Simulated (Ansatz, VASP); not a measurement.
# SnSe in VASP and in Ansatz

```
CELL_PARAMETERS angstrom
0.00000 2.61199 2.61199
2.61199 0.00000 2.61199
2.61199 2.61199 0.00000
ATOMIC_POSITIONS crystal
Sn 0.00000 0.00000 0.00000
Se 0.50000 0.50000 0.50000
```

Change from the starting cell: volume scaled by 0.64, LAPW.

Alike in both runs: task single point; functional PBE; k mesh 14 × 14 × 14; occupations fermi-dirac, width 0.1 eV; no spin polarisation.

|  | VASP | Ansatz |
| --- | --- | --- |
| version | VASP 6.6.1 | Ansatz 0.2.0 |
| potentials or method | VASP PAW PBE potentials, release 64 (Sn_d, Se), cutoff 520 eV | all-electron LAPW, scalar-relativistic |

VASP gave:

```
pressure (GPa) : 56.3
```

Q: Estimate Ansatz's values.

A: Pressure (GPa): 56.0.

Both programs put the cell under a high pressure, so it lies far from rest at this level. Ansatz ran all-electron here, and VASP with PAW potentials.
